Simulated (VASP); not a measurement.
A run of VASP 6.6.1 is set up as follows.

The input INCAR:

```
ALGO = Normal
EDIFF = 1E-6
ENCUT = 520
GGA = PS
ISIF = 2
ISMEAR = -1
LASPH = True
LCHARG = False
LREAL = False
LWAVE = False
NBANDS = 36
NELM = 60
PREC = Accurate
SIGMA = 0.05
```

KPOINTS

```
k-points
0
Gamma
  6 6 6
```

Contents of POSCAR:

```
Ge
1.0
   -0.0577148000      2.8857400000      5.1156650000
    2.6304970000     -0.0526099400      5.1156650000
    2.5727822000      2.8331300600      0.0000000000
Ge
4
Direct
    0.7270151007      0.2729848993      0.7283430154
    0.2729848993      0.7270151007      0.2716569846
    0.2198127243      0.2198127243      0.7801872757
    0.7801872757      0.7801872757      0.2198127243
```

Potentials or basis: VASP PAW PBE potentials, release 64 (Ge_d).

Launch:

```console
$ cat potpaw_PBE.64/Ge_d/POTCAR > POTCAR
$ mpirun -np 1 vasp_std > vasp.out
```

(1) What does it give for the band gap on the k mesh?

(2) Estimate the pressure.

Results:

(1) zero (band 28 reaches 7.57 eV, above the bottom of band 29 at 4.31 eV).

(2) -3.5 GPa.

Caveat: the PAW data sets were made with another functional, which shifts forces and pressure a little.
